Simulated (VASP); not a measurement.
Here is a VASP 6.6.1 calculation.

INCAR

```
SYSTEM = ScCd
  PREC = Accurate
  ENCUT = 520
  EDIFF = 1E-7
  ISMEAR = -1
  SIGMA = 0.15
  LREAL = .FALSE.
  LASPH = .TRUE.
  NELM = 100
  ALGO = Normal
  ISIF = 2
  LWAVE = .FALSE.
  LCHARG = .FALSE.
  GGA = PS
  NBANDS = 18
```

KPOINTS

```
regular mesh
0
G
  12 12 12
  0 0 0
```

Contents of POSCAR:

```
ScCd
1.0
    3.5090522141      0.0000000000      0.0000000000
    0.0000000000      3.5090522141      0.0000000000
    0.0000000000      0.0000000000      3.5090522141
Sc Cd
1 1
Direct
    0.5000000000      0.5000000000      0.5000000000
    0.0000000000      0.0000000000      0.0000000000
```

Potentials or basis: VASP PAW PBE potentials, release 64 (Sc_sv, Cd).

Run with:

```sh
$ cat potpaw_PBE.64/Sc_sv/POTCAR potpaw_PBE.64/Cd/POTCAR > POTCAR
$ mpirun -np 1 vasp_std > vasp.out
```

Estimate the pressure.

-1.3 GPa.

Caveat: the PAW data sets were made with another functional, which shifts forces and pressure a little.
